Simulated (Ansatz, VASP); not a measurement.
**Two plane-wave programs on C**

Contents of INCAR:

```
SYSTEM = C
PREC = Accurate ; ENCUT = 520
EDIFF = 1E-7 ; ISMEAR = 0
SIGMA = 0.1 ; LREAL = Auto
LASPH = .TRUE. ; NELM = 100
ALGO = Normal ; ISIF = 2
LWAVE = .FALSE. ; LCHARG = .TRUE.
GGA = PE ; LELF = .TRUE.
LVHAR = .TRUE. ; NBANDS = 76
```

Contents of KPOINTS:

```
regular mesh
0
G
  5 5 5
  0 0 0
```

File POSCAR:

```
C
1.0
   -4.9330325265     -4.2721314856      0.0000000000
    1.2332581316     -6.4081972285      0.0000000000
   -1.2332581316     -3.5601095714      8.5756686354
C
28
Direct
    0.7967237231      0.9395808660      0.7526859734
    0.9395808660      0.5110094374      0.7526859734
    0.5110094374      0.7967237231      0.7526859734
    0.6538665803      0.3681522946      0.7526859734
    0.2252951517      0.6538665803      0.7526859734
    0.3681522946      0.2252951517      0.7526859734
    0.0824380089      0.0824380089      0.7526859734
    0.4633937967      0.6062509395      0.7526757528
    0.6062509395      0.1776795110      0.7526757528
    0.1776795110      0.4633937967      0.7526757528
    0.3205366538      0.0348223681      0.7526757528
    0.8919652252      0.3205366538      0.7526757528
    0.0348223681      0.8919652252      0.7526757528
    0.7491080824      0.7491080824      0.7526757528
    0.9651776319      0.1080347748      0.2473242472
    0.1080347748      0.6794633462      0.2473242472
    0.6794633462      0.9651776319      0.2473242472
    0.8223204890      0.5366062033      0.2473242472
    0.3937490605      0.8223204890      0.2473242472
    0.5366062033      0.3937490605      0.2473242472
    0.2508919176      0.2508919176      0.2473242472
    0.6318477054      0.7747048483      0.2473140266
    0.7747048483      0.3461334197      0.2473140266
    0.3461334197      0.6318477054      0.2473140266
    0.4889905626      0.2032762769      0.2473140266
    0.0604191340      0.4889905626      0.2473140266
    0.2032762769      0.0604191340      0.2473140266
    0.9175619911      0.9175619911      0.2473140266
```

Input for Ansatz:

```yaml
crystal:
  lattice:
    - [-4.9330325265, -4.2721314856, 0.0]
    - [1.2332581316, -6.4081972285, 0.0]
    - [-1.2332581316, -3.5601095714, 8.5756686354]
  atoms:
    - { symbol: C, position: [0.7967237231, 0.939580866, 0.7526859734] }
    - { symbol: C, position: [0.939580866, 0.5110094374, 0.7526859734] }
    - { symbol: C, position: [0.5110094374, 0.7967237231, 0.7526859734] }
    - { symbol: C, position: [0.6538665803, 0.3681522946, 0.7526859734] }
    - { symbol: C, position: [0.2252951517, 0.6538665803, 0.7526859734] }
    - { symbol: C, position: [0.3681522946, 0.2252951517, 0.7526859734] }
    - { symbol: C, position: [0.0824380089, 0.0824380089, 0.7526859734] }
    - { symbol: C, position: [0.4633937967, 0.6062509395, 0.7526757528] }
    - { symbol: C, position: [0.6062509395, 0.177679511, 0.7526757528] }
    - { symbol: C, position: [0.177679511, 0.4633937967, 0.7526757528] }
    - { symbol: C, position: [0.3205366538, 0.0348223681, 0.7526757528] }
    - { symbol: C, position: [0.8919652252, 0.3205366538, 0.7526757528] }
    - { symbol: C, position: [0.0348223681, 0.8919652252, 0.7526757528] }
    - { symbol: C, position: [0.7491080824, 0.7491080824, 0.7526757528] }
    - { symbol: C, position: [0.9651776319, 0.1080347748, 0.2473242472] }
    - { symbol: C, position: [0.1080347748, 0.6794633462, 0.2473242472] }
    - { symbol: C, position: [0.6794633462, 0.9651776319, 0.2473242472] }
    - { symbol: C, position: [0.822320489, 0.5366062033, 0.2473242472] }
    - { symbol: C, position: [0.3937490605, 0.822320489, 0.2473242472] }
    - { symbol: C, position: [0.5366062033, 0.3937490605, 0.2473242472] }
    - { symbol: C, position: [0.2508919176, 0.2508919176, 0.2473242472] }
    - { symbol: C, position: [0.6318477054, 0.7747048483, 0.2473140266] }
    - { symbol: C, position: [0.7747048483, 0.3461334197, 0.2473140266] }
    - { symbol: C, position: [0.3461334197, 0.6318477054, 0.2473140266] }
    - { symbol: C, position: [0.4889905626, 0.2032762769, 0.2473140266] }
    - { symbol: C, position: [0.060419134, 0.4889905626, 0.2473140266] }
    - { symbol: C, position: [0.2032762769, 0.060419134, 0.2473140266] }
    - { symbol: C, position: [0.9175619911, 0.9175619911, 0.2473140266] }
basis:
  ecutwfc: 420
  xc_grid: 2
kpoints:
  mp_grid: { grid: [5, 5, 5], shift: [0.0, 0.0, 0.0] }
hamiltonian:
  xc: pbe
scf:
  occupations: { method: gaussian, width: 0.1 }
output:
  forces: true
  stress: true
  eigenvalues: true
```

Alike in both runs: task single point; functional PBE; k mesh 5 × 5 × 5; occupations gaussian, width 0.1 eV; no spin polarisation.

|  | VASP | Ansatz |
| --- | --- | --- |
| version | VASP 6.6.1 | Ansatz 0.2.0 |
| potentials or method | VASP PAW PBE potentials, release 64 (C), cutoff 520 eV | scalar-relativistic, plane waves, PAW |
| valence electrons in the cell | 112 | 112 |

Ansatz gave:

* gap on the k mesh at the Fermi level (eV): 1.16
* least direct gap on the mesh (eV): 1.19
* pressure (GPa): 0.0
* traceless stress, the component that is largest in VASP (GPa): 0.08

**Question.** What did VASP give for the same quantities?

**Answer.** gap on the k mesh at the Fermi level (eV): 1.16; least direct gap on the mesh (eV): 1.19; pressure (GPa): 0.3; traceless stress, the component that is largest in VASP (GPa): -0.32.
